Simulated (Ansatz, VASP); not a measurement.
BN in VASP and in Ansatz

```
CELL_PARAMETERS angstrom
-0.01189 0.01160 4.27430
2.49625 3.34900 2.13921
-2.48213 3.32947 2.15295
ATOMIC_POSITIONS crystal
B 0.50104 0.75599 0.24676
B 0.49994 0.25565 0.74859
B 0.00636 0.50227 0.50079
B 0.99542 0.99928 0.99388
N 0.16524 0.73150 0.25166
N 0.18118 0.25646 0.73830
N 0.65300 0.50755 0.50229
N 0.66463 0.99131 0.01773
```

Change from the starting cell: all atoms moved at random (sigma 0.03 Å a component), cell strained at random (sigma 0.01).

Alike in both runs: task single point; functional PBE; dispersion D3(BJ); k mesh 6 × 6 × 6; occupations gaussian, width 0.05 eV; no spin polarisation.

|  | VASP | Ansatz |
| --- | --- | --- |
| version | VASP 6.6.1 | Ansatz 0.2.0 |
| potentials or method | VASP PAW PBE potentials, release 64 (B, N), cutoff 520 eV | scalar-relativistic, plane waves, PAW |
| valence electrons in the cell | 32 | 32 |

Ansatz gave:

| Item | Value |
| --- | --- |
| gap on the k mesh at the Fermi level (eV) | 3.82 |
| least direct gap on the mesh (eV) | 4.07 |
| pressure (GPa) | 11.1 |
| traceless stress, the component that is largest in VASP (GPa) | -11.27 |
| rms of the force components (eV/Å) | 2.217 |

Estimate VASP's values.

gap on the k mesh at the Fermi level (eV): 3.81; least direct gap on the mesh (eV): 4.07; pressure (GPa): 11.1; traceless stress, the component that is largest in VASP (GPa): -11.46; rms of the force components (eV/Å): 2.214.

Atom by atom the forces differ by 0.005 eV/Å (rms over components).
